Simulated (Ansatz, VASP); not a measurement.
Os: VASP beside Ansatz

POSCAR

```
Os
1.0
    0.0000000000      1.9450000000      1.9450000000
    1.9450000000      0.0000000000      1.9450000000
    1.9450000000      1.9450000000      0.0000000000
Os
1
Direct
    0.0000000000      0.0000000000      0.0000000000
```

Contents of INCAR.step1:

```
SYSTEM = Os
ALGO = Normal ; EDIFF = 1E-5
ENCUT = 580 ; GGA = PE
GGA_COMPAT = .False. ; ISMEAR = -1
LASPH = .True. ; LCHARG = .False.
LREAL = .False. ; LWAVE = .True.
NBANDS = 10 ; NELM = 120
PREC = Accurate ; SIGMA = 0.15
```

File INCAR.step2:

```
SYSTEM = Os
ALGO = Normal ; EDIFF = 1E-8
ENCUT = 580 ; GGA_COMPAT = .False.
ISIF = 2 ; ISMEAR = -1
ISTART = 1 ; IVDW = 12
LASPH = .True. ; LCHARG = .False.
LEFG = .True. ; LMIXTAU = .True.
LREAL = .False. ; LWAVE = .False.
METAGGA = R2SCAN ; NBANDS = 10
NELM = 120 ; PREC = Accurate
SIGMA = 0.15 ; VDW_A1 = 0.49484001
VDW_A2 = 5.73083694 ; VDW_S6 = 1.0
VDW_S8 = 0.78981345
```

The input KPOINTS:

```
k-points
0
Gamma
  12 12 12
  0 0 0
```

input.yaml

```yaml
crystal:
  lattice: { a: 3.89, b: 3.89, c: 3.89, alpha: 90.0, beta: 90.0, gamma: 90.0 }
  space_group: 225
  reduce_to_primitive: true
  atoms:
    - { symbol: Os, wyckoff: "4a", position: [0.0, 0.0, 0.0] }
hamiltonian:
  xc: r2scan
  pseudopotentials: { kind: paw }
  dispersion: d3bj
kpoints:
  mp_grid: { grid: [12, 12, 12] }
scf:
  occupations: { method: fermi_dirac, width: 0.15 }
output:
  forces: true
  stress: true
  eigenvalues: true
  efg: {}
  write_density: true
  write_potential: true
  elf: true
  volumetric_format: npy
```

Alike in both runs: task electric field gradients; functional r2SCAN; dispersion D3(BJ); k mesh 12 × 12 × 12; occupations fermi-dirac, width 0.15 eV; no spin polarisation.

|  | VASP | Ansatz |
| --- | --- | --- |
| version | VASP 6.6.1 | Ansatz 0.2.0 |
| potentials or method | VASP PAW PBE potentials, release 64 (Os) | Ansatz PAW |
| plane-wave cutoff (eV) | 580 | 500 |
| valence electrons in the cell | 8 | 16 |

|  | VASP | Ansatz | Ansatz less VASP |
| --- | --- | --- | --- |
| gap on the k mesh at the Fermi level (eV) | none | none | - |
| pressure (GPa) | -19.4 | -20.1 | -0.68 |

VASP's potentials were made for PBE, not for r2SCAN. A gap of «none» marks a metal or a gap that the smearing closes. VASP's potentials hold 8 valence electrons a cell and Ansatz's 16, so a difference there can come from the potentials and not from the codes.

Neither program's run includes spin-orbit coupling.
